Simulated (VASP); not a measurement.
# Sn4SeS3 (P4/mmm) in VASP: single point with PBE

Aim: the single point of Sn4SeS3 with PBE.

Everything below comes from runs of VASP 6.6.1. Logs are shortened: lines on timing, memory, paths and dates and some standing lists are left out, and cuts for length are marked.

### Step 1. The cell of the first run

Symmetry: P4/mmm, No. 123, tetragonal system. The conventional cell has a = 4.212 Å, b = 4.212 Å, c = 11.914 Å, α = 90.00°, β = 90.00°, γ = 90.00°. Within 3.9 Å of Sn (site symmetry 4/mmm) lie 4 Se at 2.98 Å and 2 S at 2.98 Å. Sn (site symmetry 4mm) has 5 S at 2.98 Å and 1 Se at 2.98 Å within 3.9 Å. Within 3.9 Å of Sn (site symmetry 4/mmm) lie 6 S at 2.98 Å. Se (site symmetry 4/mmm) has 6 Sn at 2.98 Å within 3.9 Å. Within 3.9 Å of S (site symmetry 4mm) lie 6 Sn at 2.98 Å. S (site symmetry 4/mmm) has 6 Sn at 2.98 Å within 3.9 Å.

### Step 2. Single point, PBE

INCAR

```
SYSTEM = Sn4SeS3
PREC = Accurate
ENCUT = 520
EDIFF = 1E-6
ISMEAR = 0
SIGMA = 0.1
LREAL = .FALSE.
LASPH = .TRUE.
NELM = 80
ALGO = Normal
ISIF = 2
LWAVE = .FALSE.
LCHARG = .FALSE.
GGA = PE
NBANDS = 50
```

KPOINTS

```
Automatic mesh
0
G
  4 4 2
  0 0 0
```

POSCAR

```
Sn4SeS3
1.0
    4.2120904100      0.0000000000      0.0000000000
    0.0000000000      4.2120904100      0.0000000000
    0.0000000000      0.0000000000     11.9135907700
Sn Se S
4 1 3
Direct
    0.0000000000      0.0000000000      0.0000000000
    0.5000000000      0.5000000000      0.2500000000
    0.0000000000      0.0000000000      0.5000000000
    0.5000000000      0.5000000000      0.7500000000
    0.5000000000      0.5000000000      0.0000000000
    0.0000000000      0.0000000000      0.2500000000
    0.5000000000      0.5000000000      0.5000000000
    0.0000000000      0.0000000000      0.7500000000
```

Potentials or basis: VASP PAW PBE potentials, release 64 (Sn_d, Se, S).

On the command line:

```console
cat potpaw_PBE.64/Sn_d/POTCAR potpaw_PBE.64/Se/POTCAR potpaw_PBE.64/S/POTCAR > POTCAR
mpirun -np 1 vasp_std > vasp.out
```

OUTCAR:

```text
SYSTEM = Sn4SeS3
   PREC = Accurate
   ENCUT = 520
   EDIFF = 1E-6
   ISMEAR = 0
   LREAL = .FALSE.
   LASPH = .TRUE.
   NELM = 80
   ISIF = 2
   GGA = PE

 ion  position               nearest neighbor table
   1  0.000  0.000  0.000-   5 2.98   5 2.98   5 2.98   5 2.98   8 2.98   6 2.98
   2  0.500  0.500  0.250-   6 2.98   6 2.98   6 2.98   6 2.98   7 2.98   5 2.98
   3  0.000  0.000  0.500-   7 2.98   7 2.98   7 2.98   7 2.98   8 2.98   6 2.98
   4  0.500  0.500  0.750-   8 2.98   8 2.98   8 2.98   8 2.98   5 2.98   7 2.98
   5  0.500  0.500  0.000-   1 2.98   1 2.98   1 2.98   1 2.98   4 2.98   2 2.98
   6  0.000  0.000  0.250-   2 2.98   2 2.98   2 2.98   2 2.98   3 2.98   1 2.98
   7  0.500  0.500  0.500-   3 2.98   3 2.98   3 2.98   3 2.98   4 2.98   2 2.98
   8  0.000  0.000  0.750-   4 2.98   4 2.98   4 2.98   4 2.98   1 2.98   3 2.98

  LATTYP: Found a simple tetragonal cell.
 ALAT       =     4.2120904100
 C/A-ratio  =     2.8284271253

  Lattice vectors:

 A1 = (   4.2120904100,   0.0000000000,   0.0000000000)
 A2 = (   0.0000000000,   4.2120904100,   0.0000000000)
 A3 = (   0.0000000000,   0.0000000000,  11.9135907700)

Analysis of symmetry for initial positions (statically):
=====================================================================
 Subroutine PRICEL returns:
 Original cell was already a primitive cell.

 Routine SETGRP: Setting up the symmetry group for a
 simple tetragonal supercell.

 Subroutine GETGRP returns: Found 16 space group operations
 (whereof 16 operations were pure point group operations)
 out of a pool of 16 trial point group operations.

The static configuration has the point symmetry D_4h.

Analysis of symmetry for dynamics (positions and initial velocities):
=====================================================================
 Subroutine PRICEL returns:
 Original cell was already a primitive cell.

 Routine SETGRP: Setting up the symmetry group for a
 simple tetragonal supercell.

 Subroutine GETGRP returns: Found 16 space group operations
 (whereof 16 operations were pure point group operations)
 out of a pool of 16 trial point group operations.

The dynamic configuration has the point symmetry D_4h.

 Subroutine INISYM returns: Found 16 space group operations
 (whereof 16 operations are pure point group operations),
 and found     1 'primitive' translations

----------------------------------------------------------------------------------------

                                     Primitive cell

  volume of cell :     211.3674

  direct lattice vectors                    reciprocal lattice vectors
     4.212090410  0.000000000  0.000000000     0.237411808  0.000000000  0.000000000
     0.000000000  4.212090410  0.000000000     0.000000000  0.237411808  0.000000000
     0.000000000  0.000000000 11.913590770     0.000000000  0.000000000  0.083937750

  length of vectors
     4.212090410  4.212090410 11.913590770     0.237411808  0.237411808  0.083937750

  position of ions in fractional coordinates (direct lattice)
     0.000000000  0.000000000  0.000000000
     0.500000000  0.500000000  0.250000000
     0.000000000  0.000000000  0.500000000
     0.500000000  0.500000000  0.750000000
     0.500000000  0.500000000  0.000000000
     0.000000000  0.000000000  0.250000000
     0.500000000  0.500000000  0.500000000
     0.000000000  0.000000000  0.750000000

  ion indices of the primitive-cell ions
   primitive index   ion index
                 1           1
                 2           2
                 3           3
                 4           4
                 5           5
                 6           6
                 7           7
                 8           8

----------------------------------------------------------------------------------------

 KPOINTS: Automatic mesh

Automatic generation of k-mesh.
 Grid dimensions read from file:
 generate k-points for:    4    4    2

 Generating k-lattice:

  Cartesian coordinates                     Fractional coordinates (reciprocal lattice)
     0.059352952  0.000000000  0.000000000     0.250000000  0.000000000  0.000000000
     0.000000000  0.059352952  0.000000000     0.000000000  0.250000000  0.000000000
     0.000000000  0.000000000  0.041968875     0.000000000  0.000000000  0.500000000

  Length of vectors
     0.059352952  0.059352952  0.041968875

  Shift w.r.t. Gamma in fractional coordinates (k-lattice)
     0.000000000  0.000000000  0.000000000

 Subroutine IBZKPT returns following result:
 ===========================================

 Found     12 irreducible k-points:

 Following reciprocal coordinates:
            Coordinates               Weight
  0.000000  0.000000  0.000000      1.000000
  0.250000  0.000000  0.000000      4.000000
  0.500000  0.000000  0.000000      2.000000
  0.250000  0.250000  0.000000      4.000000
  0.500000  0.250000  0.000000      4.000000
  0.500000  0.500000  0.000000      1.000000
  0.000000  0.000000  0.500000      1.000000
  0.250000  0.000000  0.500000      4.000000
  0.500000  0.000000  0.500000      2.000000
  0.250000  0.250000  0.500000      4.000000
  0.500000  0.250000  0.500000      4.000000
  0.500000  0.500000  0.500000      1.000000
   k-points           NKPTS =     12   k-points in BZ     NKDIM =     12   number of bands    NBANDS=     50
   number of dos      NEDOS =    301   number of ions     NIONS =      8
   total plane-waves  NPLWV =  92160
   dimension x,y,z NGX =    32 NGY =   32 NGZ =   90
   dimension x,y,z NGXF=    64 NGYF=   64 NGZF=  180
   ions per type =               4   1   3
   NGX,Y,Z   is equivalent  to a cutoff of  12.63, 12.63, 12.56 a.u.
   NGXF,Y,Z  is equivalent  to a cutoff of  25.26, 25.26, 25.12 a.u.
 SYSTEM =  Sn4SeS3
   PREC   = accura    normal or accurate (medium, high low for compatibility)
   ISTART =      0    job   : 0-new  1-cont  2-samecut
   ICHARG =      2    charge: 1-file 2-atom 10-const
   ISPIN  =      1    spin polarized calculation?
   LNONCOLLINEAR =      F non collinear calculations
   LSORBIT =      F    spin-orbit coupling
   LASPH  =      T    aspherical Exc in radial PAW
   ENCUT  =  520.0 eV  38.22 Ry    6.18 a.u.   7.83  7.83 22.15*2*pi/ulx,y,z
   NELM   =     80;   NELMIN=  2; NELMDL= -5     # of ELM steps
   EDIFF  = 0.1E-05   stopping-criterion for ELM
   LREAL  =      F    real-space projection
   EDIFFG = 0.1E-04   stopping-criterion for IOM
   NSW    =      0    number of steps for IOM
   IBRION =     -1    ionic relax: 0-MD 1-quasi-New 2-CG
   NFREE  =      0    steps in history (QN), initial steepest desc. (CG)
   ISIF   =      2    stress and relaxation
   ISYM   =      2    0-nonsym 1-usesym 2-fastsym
   POTIM  = 0.5000    time-step for ionic-motion
   TEBEG  =    0.0;   TEEND  =   0.0 temperature during run
   PSTRESS=    0.0 pullay stress
   NELECT =      80.0000    total number of electrons
   NUPDOWN=      -1.0000    fix difference up-down
   EMIN   =  10.00;   EMAX   =-10.00  energy-range for DOS
   EFERMI =   0.00;   METHOD = LEGACY
   ISMEAR =     0;   SIGMA  =   0.10  broadening in eV -4-tet -1-fermi 0-gaus
   EFERMI_NEDOS =   21; number of points for ismear=-14 and -15
   IALGO  =     38    algorithm
   IMIX   =      4    mixing-type and parameters
     AMIX     =   0.40;   BMIX     =  1.00
     AMIX_MAG =   1.60;   BMIX_MAG =  1.00
  volume/ion in A,a.u.               =      26.42       178.30
  Fermi-wavevector in a.u.,A,eV,Ry     =   1.184201  2.237816 19.079890  1.402332
  Thomas-Fermi vector in A             =   2.320420
   LORBIT       =      0    0 simple, 1 ext, 2 COOP (PROOUT), +10 PAW based schemes
   GGA     = PE    functional components
   LHFCALC =     F    Hartree Fock is set to
   AEXX    =    0.0000 exact exchange contribution
   IVDW    =     0    specifies the selected vdW correction
   LEPSILON=     F    determine dielectric tensor
   LRPA    =     F    only Hartree local field effects (RPA)
 non-spin polarized calculation
 Gauss-broadening in eV      SIGMA  =   0.10
  energy-cutoff  :      520.00
  volume of cell :      211.37
 maximum number of plane-waves:      5716
 NGX is ok and might be reduce to    32
   NGX = 15   NGY = 15   NGZ = 45

 number of electron      80.0000013 magnetization

 Free energy of the ion-electron system (eV)
  ---------------------------------------------------
  ext. energy  EPLUGINS =         0.00000000
  ---------------------------------------------------
  free energy    TOTEN  =       -34.43093866 eV

  energy without entropy =      -34.43024780  energy(sigma->0) =      -34.43059323

 E-fermi :   5.9689     XC(G=0):  -9.5368

 val. band max:        5.8133322984   @ k =   0.5000   0.0000   0.0000
 cond. band min:       6.1257148448   @ k =   0.5000   0.0000   0.0000
 fundamental gap:      0.3123825464
 Fermi energy:         5.9689193264

 k-point     1 :       0.0000    0.0000    0.0000
  band No.  band energies     occupation
      1     -15.9429      2.00000
      2     -15.9279      2.00000
      3     -15.9275      2.00000
      4     -15.9248      2.00000
      5     -15.9231      2.00000
      6     -15.9225      2.00000
[... 42 lines left out ...]
     49      10.1829      0.00000
     50      10.2101      0.00000

 k-point     2 :       0.2500    0.0000    0.0000
  band No.  band energies     occupation
      1     -15.9360      2.00000
      2     -15.9265      2.00000
      3     -15.9238      2.00000
      4     -15.9229      2.00000
      5     -15.9216      2.00000
      6     -15.9205      2.00000
[... 42 lines left out ...]
     49       8.8091      0.00000
     50       9.2913      0.00000

 k-point     3 :       0.5000    0.0000    0.0000
  band No.  band energies     occupation
      1     -15.9288      2.00000
      2     -15.9269      2.00000
      3     -15.9261      2.00000
      4     -15.9259      2.00000
      5     -15.9213      2.00000
      6     -15.9201      2.00000
[... 42 lines left out ...]
     49       7.5861      0.00000
     50       7.6773      0.00000

 k-point     4 :       0.2500    0.2500    0.0000
  band No.  band energies     occupation
      1     -15.9358      2.00000
      2     -15.9272      2.00000
      3     -15.9254      2.00000
      4     -15.9243      2.00000
      5     -15.9224      2.00000
      6     -15.9184      2.00000
[... 42 lines left out ...]
     49       9.8816      0.00000
     50      10.0155      0.00000

 k-point     5 :       0.5000    0.2500    0.0000
  band No.  band energies     occupation
      1     -15.9404      2.00000
      2     -15.9294      2.00000
      3     -15.9254      2.00000
      4     -15.9246      2.00000
      5     -15.9244      2.00000
      6     -15.9234      2.00000
[... 42 lines left out ...]
     49       9.5101      0.00000
     50       9.5638      0.00000

 k-point     6 :       0.5000    0.5000    0.0000
  band No.  band energies     occupation
      1     -15.9499      2.00000
      2     -15.9369      2.00000
      3     -15.9289      2.00000
      4     -15.9289      2.00000
      5     -15.9286      2.00000
      6     -15.9270      2.00000
[... 42 lines left out ...]
     49      10.7149      0.00000
     50      10.7546      0.00000

 k-point     7 :       0.0000    0.0000    0.5000
  band No.  band energies     occupation
      1     -15.9403      2.00000
      2     -15.9336      2.00000
      3     -15.9271      2.00000
      4     -15.9256      2.00000
      5     -15.9220      2.00000
      6     -15.9204      2.00000
[... 42 lines left out ...]
     49      10.0089      0.00000
     50      10.0375      0.00000

 k-point     8 :       0.2500    0.0000    0.5000
  band No.  band energies     occupation
      1     -15.9343      2.00000
      2     -15.9295      2.00000
      3     -15.9241      2.00000
      4     -15.9217      2.00000
      5     -15.9214      2.00000
      6     -15.9204      2.00000
[... 42 lines left out ...]
     49       8.9570      0.00000
     50       9.0158      0.00000

 k-point     9 :       0.5000    0.0000    0.5000
  band No.  band energies     occupation
      1     -15.9286      2.00000
      2     -15.9265      2.00000
      3     -15.9263      2.00000
      4     -15.9261      2.00000
      5     -15.9199      2.00000
      6     -15.9192      2.00000
[... 42 lines left out ...]
     49       8.6455      0.00000
     50       8.7057      0.00000

 k-point    10 :       0.2500    0.2500    0.5000
  band No.  band energies     occupation
      1     -15.9350      2.00000
      2     -15.9274      2.00000
      3     -15.9261      2.00000
      4     -15.9236      2.00000
      5     -15.9207      2.00000
      6     -15.9199      2.00000
[... 42 lines left out ...]
     49       9.4596      0.00000
     50       9.5994      0.00000

 k-point    11 :       0.5000    0.2500    0.5000
  band No.  band energies     occupation
      1     -15.9401      2.00000
      2     -15.9287      2.00000
      3     -15.9273      2.00000
      4     -15.9273      2.00000
      5     -15.9210      2.00000
      6     -15.9210      2.00000
[... 42 lines left out ...]
     49       9.6114      0.00000
     50       9.6973      0.00000

 k-point    12 :       0.5000    0.5000    0.5000
  band No.  band energies     occupation
      1     -15.9492      2.00000
      2     -15.9341      2.00000
      3     -15.9323      2.00000
      4     -15.9296      2.00000
      5     -15.9266      2.00000
      6     -15.9266      2.00000
[... 42 lines left out ...]
     49      10.5817      0.00000
     50      10.5820      0.00000

------------------------ aborting loop because EDIFF is reached ----------------------------------------

  FORCE on cell =-STRESS in cart. coord.  units (eV):
  Direction    XX          YY          ZZ          XY          YZ          ZX
  --------------------------------------------------------------------------------------
  -------------------------------------------------------------------------------------
  Total       -2.4032828     -2.4032828     -2.5206781      0.0000000     -0.0000000     -0.0000000
  in kB      -18.2170231    -18.2170231    -19.1068862      0.0000000     -0.0000000     -0.0000000
  external PRESSURE =     -18.5136441 kB  Pullay stress =       0.0000000 kB

 VOLUME and BASIS-vectors are now :
 -----------------------------------------------------------------------------
  energy-cutoff  :      520.00
  volume of cell :      211.37
      direct lattice vectors                 reciprocal lattice vectors
     4.212090410  0.000000000  0.000000000     0.237411808  0.000000000  0.000000000
     0.000000000  4.212090410  0.000000000     0.000000000  0.237411808  0.000000000
     0.000000000  0.000000000 11.913590770     0.000000000  0.000000000  0.083937750

 POSITION                                       TOTAL-FORCE (eV/Angst)
 -----------------------------------------------------------------------------------
      0.00000      0.00000      0.00000         0.000000      0.000000      0.000000
      2.10605      2.10605      2.97840        -0.000000     -0.000000      0.281418
      0.00000      0.00000      5.95680         0.000000      0.000000      0.000000
      2.10605      2.10605      8.93519         0.000000      0.000000     -0.281418
      2.10605      2.10605      0.00000         0.000000      0.000000      0.000000
      0.00000      0.00000      2.97840         0.000000      0.000000     -0.016730
      2.10605      2.10605      5.95680         0.000000      0.000000      0.000000
      0.00000      0.00000      8.93519        -0.000000      0.000000      0.016730
 -----------------------------------------------------------------------------------
    total drift:                                0.000000     -0.000000      0.000000

  FREE ENERGIE OF THE ION-ELECTRON SYSTEM (eV)
  ---------------------------------------------------
  free  energy   TOTEN  =       -34.4309386602 eV

  energy  without entropy=      -34.4302478036  energy(sigma->0) =      -34.43059323
```

Run time: 93 s. Hardware: 1 thread of Intel Xeon Platinum 8375C at 2.90GHz (Ice Lake), shared host; peak memory 0.34 GiB.

What came out:

```
Free energy            : -34.4309 eV
Pressure               : -1.9 GPa
Largest force          : 0.281 eV/Å
Band gap on the k mesh : 0.31 eV, direct
```

Forces in eV/Å, atoms in the order of the input:
```
Sn   0.000  0.000  0.000
Sn   0.000  0.000  0.281
Sn   0.000  0.000  0.000
Sn   0.000  0.000 -0.281
Se   0.000  0.000  0.000
S    0.000  0.000 -0.017
S    0.000  0.000  0.000
S    0.000  0.000  0.017
```

Levels at points of the mesh, in eV from the valence-band top:
| k point | band 36 | band 37 | band 38 | band 39 | band 40 | band 41 | band 42 | band 43 | band 44 | band 45 |
| --- | --- | --- | --- | --- | --- | --- | --- | --- | --- | --- |
| (0.00, 0.00, 0.00) | -2.41 | -2.41 | -2.41 | -1.83 | -1.75 | 1.87 | 1.99 | 3.10 | 4.00 | 4.11 |
| (0.50, 0.00, 0.00) | -2.17 | -0.79 | -0.67 | -0.06 | 0.00 | 0.31 | 0.36 | 0.98 | 1.11 | 1.28 |
| (0.50, 0.50, 0.00) | -3.71 | -3.71 | -3.68 | -1.17 | -1.01 | 1.57 | 1.57 | 3.13 | 3.13 | 4.15 |
| (0.00, 0.00, 0.50) | -2.64 | -2.62 | -2.62 | -1.53 | -1.45 | 2.38 | 2.41 | 3.24 | 3.47 | 3.87 |
| (0.50, 0.00, 0.50) | -2.22 | -0.55 | -0.47 | -0.46 | -0.29 | 0.52 | 0.52 | 0.61 | 0.65 | 1.39 |
| (0.50, 0.50, 0.50) | -3.99 | -2.57 | -2.57 | -2.55 | -2.54 | 3.26 | 3.31 | 3.35 | 3.42 | 3.42 |

Caveat: spin-orbit coupling is left out, which moves the levels of the heavy elements.
